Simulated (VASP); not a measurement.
TaN:

```xyz
2
Lattice="0.0000 2.1790 2.1790 2.1790 0.0000 2.1790 2.1790 2.1790 0.0000" Properties=species:S:1:pos:R:3 pbc="T T T"
Ta    2.1790    2.1790    2.1790
N     0.0000    0.0000    0.0000
```

```yaml
Program: VASP 6.6.1
Task: relaxation of cell and atoms
Functional: r2SCAN
Potentials_or_basis: VASP PAW PBE potentials, release 64 (Ta_pv, N)
Cutoff: 600 eV
k_mesh: 10 × 10 × 10
Occupations: fermi-dirac, width 0.05 eV
Spin: no spin polarisation
Hubbard_terms: Ta d U = 3.0 eV
```

At the start: pressure 21.6 GPa; volume 10.35 Å³/atom.

Problem. How do energy, volume and symmetry change on relaxing?

Solution. Over 4 steps the energy falls by 38.9 meV/atom and the volume is 10.96 Å³/atom (+5.9 %); space group Fm-3m (No. 225, to 0.1 Å) before and after.

Step by step:
```csv
step,energy change (eV),largest force (eV/Å),pressure (GPa),volume (Å³)
1,0.0000,0.0000,21.59,20.69
2,0.3137,0.0000,-34.20,25.15
3,-0.0775,0.0000,-0.99,21.97
4,-0.0777,0.0000,-0.09,21.91
```

Final structure:
```xyz
2
Lattice="0.0000 2.2210 2.2210 2.2210 0.0000 2.2210 2.2210 2.2210 0.0000" Properties=species:S:1:pos:R:3 pbc="T T T"
Ta    2.2210    2.2210    2.2210
N     0.0000    0.0000    0.0000
```

Caveat: the PAW data sets were made with another functional, which shifts forces and pressure a little; U without spin polarisation on a metal has little footing.
